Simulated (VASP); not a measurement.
SnSe2, 3 atoms in the cell. The structure is trigonal, space group P-3m1 (No. 164). The conventional cell has a = 3.881 Å, b = 3.881 Å, c = 7.021 Å, α = 90.00°, β = 90.00°, γ = 120.00°. Sn (site symmetry -3m) has 6 Se at 2.75 Å within 3.6 Å. Within 3.6 Å of Se (site symmetry 3m) lie 3 Sn at 2.75 Å. 

* Program: VASP 6.6.1
* Task: relaxation of cell and atoms
* Functional: PBE
* Potentials or basis: VASP PAW PBE potentials, release 64 (Sn_d, Se)
* Cutoff: 600 eV
* k mesh: 9 × 9 × 4
* Occupations: gaussian, width 0.02 eV
* Spin: no spin polarisation
* Dipole correction: no
* Further INCAR settings: ALGO = Normal; EDIFF = 1e-06; IBRION = 2; EDIFFG = -0.01; NSW = 80; ISIF = 3

Potentials or basis: VASP PAW PBE potentials, release 64 (Sn_d, Se).

Command:

```console
$ cat potpaw_PBE.64/Sn_d/POTCAR potpaw_PBE.64/Se/POTCAR > POTCAR
$ mpirun -np 1 vasp_std > vasp.out
```

Hardware: 1 thread of Intel(R) Xeon(R) Platinum 8259CL CPU @ 2.50GHz (Skylake/Cascade Lake), on a shared host.

Problem. Estimate the wall time of this run.

Solution. It took 2.9 min on 1 thread of Intel(R) Xeon(R) Platinum 8259CL CPU @ 2.50GHz (Skylake/Cascade Lake), with other jobs on the host, peak memory 0.28 GiB. Counts: scf iterations 33, k points 43, ion steps 5.
